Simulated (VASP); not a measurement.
A run of VASP 6.6.1 is set up as follows.

Contents of INCAR:

```
SYSTEM = CoSi2
PREC     = Accurate       ! precision mode
ENCUT    = 520            ! plane-wave cutoff, eV
EDIFF    = 1E-6           ! SCF threshold, eV
ISMEAR   = -1             ! smearing method
SIGMA    = 0.1            ! smearing width, eV
LREAL    = .False.        ! projectors in reciprocal space
LASPH    = .True.         ! aspherical terms in the spheres
NELM     = 150            ! most SCF steps
ALGO     = Normal         ! electronic algorithm
ISIF     = 2              ! what is computed and relaxed
LWAVE    = .False.        ! write WAVECAR
LCHARG   = .False.        ! write CHGCAR
ISPIN    = 2              ! spin polarisation
MAGMOM   = 1.5 0.24 0.24  ! initial moments
LORBIT   = 11             ! projections on sites
NUPDOWN  = 2.4            ! fixed moment
LMAXMIX  = 4              ! l up to which the mixer works
GGA      = PS             ! functional
NBANDS   = 20             ! bands
```

Contents of KPOINTS:

```
regular mesh
0
Gamma
  10 10 10
  0 0 0
```

POSCAR

```
CoSi2
1.0
    0.0000000000      2.6780000000      2.6780000000
    2.6780000000      0.0000000000      2.6780000000
    2.6780000000      2.6780000000      0.0000000000
Co Si
1 2
Direct
    0.0000000000      0.0000000000      0.0000000000
    0.2500000000      0.2500000000      0.2500000000
    0.7500000000      0.7500000000      0.7500000000
```

Potentials or basis: VASP PAW PBE potentials, release 64 (Co, Si).

Command:

```console
$ cat potpaw_PBE.64/Co/POTCAR potpaw_PBE.64/Si/POTCAR > POTCAR
$ mpirun -np 1 vasp_std > vasp.out
```

(1) Predict the pressure.

Answers

(1) 14.2 GPa.

Caveat: the PAW data sets were made with another functional, which shifts forces and pressure a little; the total moment is fixed, so each spin has its own Fermi level.
